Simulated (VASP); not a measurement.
# Ru (P6_3/mmc) in VASP: a series of runs

Runs on Ru. Level: PBE. Tasks: single point, relaxation of cell and atoms.

Everything below comes from runs of VASP 6.6.1. Logs are shortened: lines on timing, memory, paths and dates and some standing lists are left out, and cuts for length are marked.

## Step 1: The cell of the first run

Symmetry: P6_3/mmc, No. 194, hexagonal system. Conventional cell: a = 2.721 Å, b = 2.721 Å, c = 4.295 Å, α = 90.00°, β = 90.00°, γ = 120.00°. Within 3.5 Å of Ru (site symmetry -6m2) lie 12 Ru at 2.66 to 2.72 Å.

## Step 2: Single point, PBE

The input, INCAR:

```
  PREC = Accurate
  ENCUT = 500
  EDIFF = 1E-6
  ISMEAR = -1
  SIGMA = 0.05
  LREAL = False
  LASPH = True
  NELM = 120
  ALGO = Normal
  ISIF = 2
  LWAVE = False
  LCHARG = False
  GGA = PE
  NBANDS = 21
  GGA_COMPAT = False
```

The input, KPOINTS:

```
Automatic mesh
0
Gamma
  17 17 10
```

The input, POSCAR:

```
Ru
1.0
    2.7210772114      0.0000000000      0.0000000000
   -1.3605386057      2.3565219908      0.0000000000
    0.0000000000      0.0000000000      4.2948850397
Ru
2
Direct
    0.3333333333      0.6666666667      0.2500000000
    0.6666666667      0.3333333333      0.7500000000
```

Potentials or basis: VASP PAW PBE potentials, release 64 (Ru_pv).

Run with:

```bash
$ cat potpaw_PBE.64/Ru_pv/POTCAR > POTCAR
$ mpirun -np 1 vasp_std > vasp.out
```

OUTCAR:

```text
PREC = Accurate
   ENCUT = 500
   EDIFF = 1E-6
   ISMEAR = -1
   LREAL = False
   LASPH = True
   NELM = 120
   ISIF = 2
   GGA = PE

 ion  position               nearest neighbor table
   1  0.333  0.667  0.250-   2 2.66   2 2.66   2 2.66   2 2.66   2 2.66   2 2.66
   2  0.667  0.333  0.750-   1 2.66   1 2.66   1 2.66   1 2.66   1 2.66   1 2.66

  LATTYP: Found a hexagonal cell.
 ALAT       =     2.7210772114
 C/A-ratio  =     1.5783767626

  Lattice vectors:

 A1 = (   2.7210772114,   0.0000000000,   0.0000000000)
 A2 = (  -1.3605386057,   2.3565219908,   0.0000000000)
 A3 = (   0.0000000000,   0.0000000000,   4.2948850397)

Analysis of symmetry for initial positions (statically):
=====================================================================
 Subroutine PRICEL returns:
 Original cell was already a primitive cell.

 Routine SETGRP: Setting up the symmetry group for a
 hexagonal supercell.

 Subroutine GETGRP returns: Found 24 space group operations
 (whereof 12 operations were pure point group operations)
 out of a pool of 24 trial point group operations.

The static configuration has the point symmetry D_3d.
 The point group associated with its full space group is D_6h.

Analysis of symmetry for dynamics (positions and initial velocities):
=====================================================================
 Subroutine PRICEL returns:
 Original cell was already a primitive cell.

 Routine SETGRP: Setting up the symmetry group for a
 hexagonal supercell.

 Subroutine GETGRP returns: Found 24 space group operations
 (whereof 12 operations were pure point group operations)
 out of a pool of 24 trial point group operations.

The dynamic configuration has the point symmetry D_3d.
 The point group associated with its full space group is D_6h.

 Subroutine INISYM returns: Found 24 space group operations
 (whereof 12 operations are pure point group operations),
 and found     1 'primitive' translations

----------------------------------------------------------------------------------------

                                     Primitive cell

  volume of cell :      27.5400

  direct lattice vectors                    reciprocal lattice vectors
     2.721077211  0.000000000  0.000000000     0.367501516  0.212177099  0.000000000
    -1.360538606  2.356521991  0.000000000     0.000000000  0.424354198  0.000000000
     0.000000000  0.000000000  4.294885040     0.000000000  0.000000000  0.232835103

  length of vectors
     2.721077211  2.721077211  4.294885040     0.424354198  0.424354198  0.232835103

  position of ions in fractional coordinates (direct lattice)
     0.333333333  0.666666667  0.250000000
     0.666666667  0.333333333  0.750000000

  ion indices of the primitive-cell ions
   primitive index   ion index
                 1           1
                 2           2

----------------------------------------------------------------------------------------

 KPOINTS: Automatic mesh

Automatic generation of k-mesh.
 Grid dimensions read from file:
 generate k-points for:   17   17   10

 Generating k-lattice:

  Cartesian coordinates                     Fractional coordinates (reciprocal lattice)
     0.021617736  0.012481006  0.000000000     0.058823529  0.000000000  0.000000000
     0.000000000  0.024962012  0.000000000     0.000000000  0.058823529  0.000000000
     0.000000000  0.000000000  0.023283510     0.000000000  0.000000000  0.100000000

  Length of vectors
     0.024962012  0.024962012  0.023283510

  Shift w.r.t. Gamma in fractional coordinates (k-lattice)
     0.000000000  0.000000000  0.000000000

 Subroutine IBZKPT returns following result:
 ===========================================

 Found    198 irreducible k-points:

 Following reciprocal coordinates:
            Coordinates               Weight
  0.000000  0.000000  0.000000      1.000000
  0.058824 -0.000000  0.000000      6.000000
  0.117647  0.000000  0.000000      6.000000
  0.176471  0.000000  0.000000      6.000000
  0.235294  0.000000  0.000000      6.000000
  0.294118  0.000000  0.000000      6.000000
[... 16 lines left out ...]
  0.411765  0.117647  0.000000     12.000000
  0.176471  0.176471  0.000000      6.000000
 [... further k-points ...]
   k-points           NKPTS =    198   k-points in BZ     NKDIM =    198   number of bands    NBANDS=     21
   number of dos      NEDOS =    301   number of ions     NIONS =      2
   total plane-waves  NPLWV =  12800
   dimension x,y,z NGX =    20 NGY =   20 NGZ =   32
   dimension x,y,z NGXF=    40 NGYF=   40 NGZF=   64
   ions per type =               2
   NGX,Y,Z   is equivalent  to a cutoff of  12.22, 12.22, 12.39 a.u.
   NGXF,Y,Z  is equivalent  to a cutoff of  24.44, 24.44, 24.77 a.u.
 SYSTEM =  unknown system
   PREC   = accura    normal or accurate (medium, high low for compatibility)
   ISTART =      0    job   : 0-new  1-cont  2-samecut
   ICHARG =      2    charge: 1-file 2-atom 10-const
   ISPIN  =      1    spin polarized calculation?
   LNONCOLLINEAR =      F non collinear calculations
   LSORBIT =      F    spin-orbit coupling
   LASPH  =      T    aspherical Exc in radial PAW
   ENCUT  =  500.0 eV  36.75 Ry    6.06 a.u.   4.96  4.96  7.83*2*pi/ulx,y,z
   NELM   =    120;   NELMIN=  2; NELMDL= -5     # of ELM steps
   EDIFF  = 0.1E-05   stopping-criterion for ELM
   LREAL  =      F    real-space projection
   EDIFFG = 0.1E-04   stopping-criterion for IOM
   NSW    =      0    number of steps for IOM
   IBRION =     -1    ionic relax: 0-MD 1-quasi-New 2-CG
   NFREE  =      0    steps in history (QN), initial steepest desc. (CG)
   ISIF   =      2    stress and relaxation
   ISYM   =      2    0-nonsym 1-usesym 2-fastsym
   POTIM  = 0.5000    time-step for ionic-motion
   TEBEG  =    0.0;   TEEND  =   0.0 temperature during run
   PSTRESS=    0.0 pullay stress
   NELECT =      28.0000    total number of electrons
   NUPDOWN=      -1.0000    fix difference up-down
   EMIN   =  10.00;   EMAX   =-10.00  energy-range for DOS
   EFERMI =   0.00;   METHOD = LEGACY
   ISMEAR =    -1;   SIGMA  =   0.05  broadening in eV -4-tet -1-fermi 0-gaus
   EFERMI_NEDOS =   21; number of points for ismear=-14 and -15
   IALGO  =     38    algorithm
   IMIX   =      4    mixing-type and parameters
     AMIX     =   0.40;   BMIX     =  1.00
     AMIX_MAG =   1.60;   BMIX_MAG =  1.00
  volume/ion in A,a.u.               =      13.77        92.92
  Fermi-wavevector in a.u.,A,eV,Ry     =   1.646163  3.110797 36.869790  2.709853
  Thomas-Fermi vector in A             =   2.735838
   LORBIT       =      0    0 simple, 1 ext, 2 COOP (PROOUT), +10 PAW based schemes
   GGA     = PE    functional components
   LHFCALC =     F    Hartree Fock is set to
   AEXX    =    0.0000 exact exchange contribution
   IVDW    =     0    specifies the selected vdW correction
   LEPSILON=     F    determine dielectric tensor
   LRPA    =     F    only Hartree local field effects (RPA)
 non-spin polarized calculation
  energy-cutoff  :      500.00
  volume of cell :       27.54
 maximum number of plane-waves:       718
 NGX is ok and might be reduce to    20
   NGX =  9   NGY =  9   NGZ = 15

 number of electron      28.0000013 magnetization

 Free energy of the ion-electron system (eV)
  ---------------------------------------------------
  ext. energy  EPLUGINS =         0.00000000
  ---------------------------------------------------
  free energy    TOTEN  =       -18.47071388 eV

  energy without entropy =      -18.45327038  energy(sigma->0) =      -18.46199213

 E-fermi :  12.6000     XC(G=0): -14.0329

 val. band max:       12.5980443644   @ k =   0.1176   0.0588   0.4000
 cond. band min:      12.6014814689   @ k =   0.2353   0.0588   0.3000
 fundamental gap:      0.0034371045
 Fermi energy:        12.6000219884

 k-point     1 :       0.0000    0.0000    0.0000
  band No.  band energies     occupation
      1     -31.0171      2.00000
      2     -30.1304      2.00000
      3     -30.1304      2.00000
      4     -29.9655      2.00000
      5     -29.9655      2.00000
      6     -29.9201      2.00000
[... 13 lines left out ...]
     20      23.0119      0.00000
     21      23.0255      0.00000

 k-point     2 :       0.0588   -0.0000    0.0000
  band No.  band energies     occupation
      1     -31.0058      2.00000
      2     -30.1542      2.00000
      3     -30.1386      2.00000
      4     -29.9904      2.00000
      5     -29.9687      2.00000
      6     -29.9254      2.00000
[... 13 lines left out ...]
     20      23.0119      0.00000
     21      23.0246      0.00000

 k-point     3 :       0.1176    0.0000    0.0000
  band No.  band energies     occupation
      1     -30.9727      2.00000
      2     -30.2224      2.00000
      3     -30.1614      2.00000
      4     -30.0610      2.00000
      5     -29.9783      2.00000
      6     -29.9413      2.00000
[... 13 lines left out ...]
     20      23.0118      0.00000
     21      23.0222      0.00000

 k-point     4 :       0.1765    0.0000    0.0000
  band No.  band energies     occupation
      1     -30.9199      2.00000
      2     -30.3258      2.00000
      3     -30.1950      2.00000
      4     -30.1661      2.00000
      5     -29.9937      2.00000
      6     -29.9679      2.00000
[... 13 lines left out ...]
     20      23.0117      0.00000
     21      23.0196      0.00000

 k-point     5 :       0.2353    0.0000    0.0000
  band No.  band energies     occupation
      1     -30.8513      2.00000
      2     -30.4506      2.00000
      3     -30.2895      2.00000
      4     -30.2344      2.00000
      5     -30.0131      2.00000
      6     -30.0050      2.00000
[... 13 lines left out ...]
     20      23.0117      0.00000
     21      23.0173      0.00000
[... 382 lines left out ...]
     20      23.0050      0.00000
     21      23.0118      0.00000

 k-point    22 :       0.3529    0.1176    0.0000
  band No.  band energies     occupation
      1     -30.7598      2.00000
      2     -30.5954      2.00000
      3     -30.5889      2.00000
      4     -30.3730      2.00000
      5     -30.1762      2.00000
      6     -30.1279      2.00000
[... 13 lines left out ...]
     20      23.0114      0.00000
     21      23.4160      0.00000

 k-point    23 :       0.4118    0.1176    0.0000
  band No.  band energies     occupation
      1     -30.8030      2.00000
      2     -30.6230      2.00000
      3     -30.5379      2.00000
      4     -30.3961      2.00000
      5     -30.2159      2.00000
      6     -30.1380      2.00000
[... 13 lines left out ...]
     20      23.0107      0.00000
     21      23.8417      0.00000

 k-point    24 :       0.1765    0.1765    0.0000
  band No.  band energies     occupation
      1     -30.7532      2.00000
      2     -30.5166      2.00000
      3     -30.5048      2.00000
      4     -30.2531      2.00000
      5     -30.1005      2.00000
      6     -30.0630      2.00000
[... 13 lines left out ...]
     20      23.0116      0.00000
     21      23.0169      0.00000

 [... further k-points ...]
[... 5 lines left out ...]
  --------------------------------------------------------------------------------------
  -------------------------------------------------------------------------------------
  Total       -0.0140797     -0.0140797     -0.0091932     -0.0000000      0.0000000      0.0000000
  in kB       -0.8191066     -0.8191066     -0.5348295     -0.0000000      0.0000000      0.0000000
  external PRESSURE =      -0.7243475 kB  Pullay stress =       0.0000000 kB

 VOLUME and BASIS-vectors are now :
 -----------------------------------------------------------------------------
  energy-cutoff  :      500.00
  volume of cell :       27.54
      direct lattice vectors                 reciprocal lattice vectors
     2.721077211  0.000000000  0.000000000     0.367501516  0.212177099  0.000000000
    -1.360538606  2.356521991  0.000000000     0.000000000  0.424354198  0.000000000
     0.000000000  0.000000000  4.294885040     0.000000000  0.000000000  0.232835103

 POSITION                                       TOTAL-FORCE (eV/Angst)
 -----------------------------------------------------------------------------------
     -0.00000      1.57101      1.07372         0.000000     -0.000000      0.000000
      1.36054      0.78551      3.22116        -0.000000      0.000000      0.000000
 -----------------------------------------------------------------------------------
    total drift:                                0.000000     -0.000000      0.000000

  FREE ENERGIE OF THE ION-ELECTRON SYSTEM (eV)
  ---------------------------------------------------
  free  energy   TOTEN  =       -18.4707138836 eV

  energy  without entropy=      -18.4532703796  energy(sigma->0) =      -18.46199213
```

Run time: 40 s. Hardware: 1 thread of Intel Xeon 6975P-C (Granite Rapids), shared host; peak memory 0.2 GiB.

What came out:

* Free energy: -18.4707 eV
* Pressure: -0.1 GPa
* Band gap on the k mesh: zero (band 14 reaches 13.99 eV, above the bottom of band 15 at 11.00 eV)

(Continued in part 2 of 3.)
